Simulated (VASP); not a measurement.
Wanted: the native input for a VASP 6.6.1 run.

```
Task                   : single point
Functional             : PBE
Potentials or basis    : VASP PAW PBE potentials, release 64 (Sn_d)
Cutoff                 : 500 eV
k mesh                 : 2 × 2 × 2
Occupations            : methfessel-paxton, width 0.15 eV
Spin                   : no spin polarisation
Dipole correction      : no
Further INCAR settings : ALGO = Normal; EDIFF = 1e-06; NBANDS = 21
```

The structure of Sn lies in POSCAR:

```
Sn
1.0
    0.0000000000      3.2333428000      3.2333428000
    3.2333428000      0.0000000000      3.2333428000
    3.2333428000      3.2333428000      0.0000000000
Sn
2
Direct
    0.0000000000      0.0000000000      0.0000000000
    0.2500000000      0.2500000000      0.2500000000
```

These files were run (other wordings do the same):

INCAR

```
ALGO = Normal
EDIFF = 1E-6
ENCUT = 500
GGA = PE
GGA_COMPAT = F
ISIF = 2
ISMEAR = 1
LASPH = T
LCHARG = F
LREAL = F
LWAVE = F
NBANDS = 21
NELM = 120
PREC = Accurate
SIGMA = 0.15
```

KPOINTS

```
k-points
0
Gamma
  2 2 2
```

Potentials or basis: VASP PAW PBE potentials, release 64 (Sn_d).

The run is started by

```bash
$ cat potpaw_PBE.64/Sn_d/POTCAR > POTCAR
$ mpirun -np 1 vasp_std > vasp.out
```

It gave:

| Quantity | Value |
| --- | --- |
| Pressure | 12.9 GPa |
| Band gap on the k mesh | zero (band 14 reaches 5.98 eV, above the bottom of band 15 at 5.90 eV) |

Caveat: the k points lie up to 0.84 Å⁻¹ apart; spin-orbit coupling is left out, which moves the levels of the heavy elements.

Run time: 3.7 s on 1 thread of Intel(R) Xeon(R) 6975P-C (Granite Rapids), on a shared host, peak memory 0.19 GiB.
